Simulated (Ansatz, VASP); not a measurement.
## Two plane-wave programs on LiCl

```
Li Cl
1.0
     0.00000    2.56476    2.50064
     2.56476    0.00000    2.50064
     2.56476    2.56476    0.00000
Li Cl
1 1
Direct
  0.00000 0.00000 0.00000
  0.50000 0.50000 0.50000
```

Change from the starting cell: strain +0.000 along x and y, -0.025 along z, atoms carried along.

Alike in both runs: task single point; functional PBE; k mesh 8 × 8 × 8; occupations gaussian, width 0.05 eV; no spin polarisation.

```csv
,VASP,Ansatz
version,VASP 6.6.1,Ansatz 0.2.0
potentials or method,"VASP PAW PBE potentials, release 64 (Li_sv, Cl), cutoff 520 eV","scalar-relativistic, plane waves, PAW"
valence electrons in the cell,10,10
```

VASP gave:

| Quantity | Value |
| --- | --- |
| gap on the k mesh at the Fermi level (eV) | 6.46 |
| least direct gap on the mesh (eV) | 6.46 |

**Question.** What did Ansatz give for the same quantities?

**Answer.** gap on the k mesh at the Fermi level (eV): 6.45; least direct gap on the mesh (eV): 6.45.

With one functional, cell and mesh, what is left measures potentials, basis and numerics.

Noted on VASP's run: the cutoff is under 1.25 times that of the potentials, so the pressure is a little rough.
